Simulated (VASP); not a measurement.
Here is a VASP 6.6.1 calculation.

The input INCAR:

```
SYSTEM = ZrSnSe3
PREC = Accurate
ENCUT = 520
EDIFF = 1E-6
ISMEAR = 0
SIGMA = 0.1
LREAL = .False.
LASPH = .True.
NELM = 80
ALGO = Normal
ISIF = 2
LWAVE = .False.
LCHARG = .True.
GGA = PE
LELF = .True.
LVHAR = .True.
NBANDS = 30
```

File KPOINTS:

```
Automatic mesh
0
Gamma
  8 8 8
  0 0 0
```

The input POSCAR:

```
ZrSnSe3
1.0
    5.2192940187      0.0000000000      0.0000000000
    0.0000000000      5.2192940187      0.0000000000
    0.0000000000      0.0000000000      5.2192940187
Zr Sn Se
1 1 3
Direct
    0.0000000000      0.0000000000      0.0000000000
    0.5000000000      0.5000000000      0.5000000000
    0.5000000000      0.0000000000      0.0000000000
    0.0000000000      0.5000000000      0.0000000000
    0.0000000000      0.0000000000      0.5000000000
```

Potentials or basis: VASP PAW PBE potentials, release 64 (Zr_sv, Sn_d, Se).

The run is started by

```bash
$ cat potpaw_PBE.64/Zr_sv/POTCAR potpaw_PBE.64/Sn_d/POTCAR potpaw_PBE.64/Se/POTCAR > POTCAR
$ mpirun -np 1 vasp_std > vasp.out
```

Problem. Predict the band gap on the k mesh.

Solution. Zero (band 22 reaches 4.43 eV, above the bottom of band 23 at 4.41 eV).

Problem. Estimate the pressure.

Solution. 0.0 GPa.

Caveat: spin-orbit coupling is left out, which moves the levels of the heavy elements.
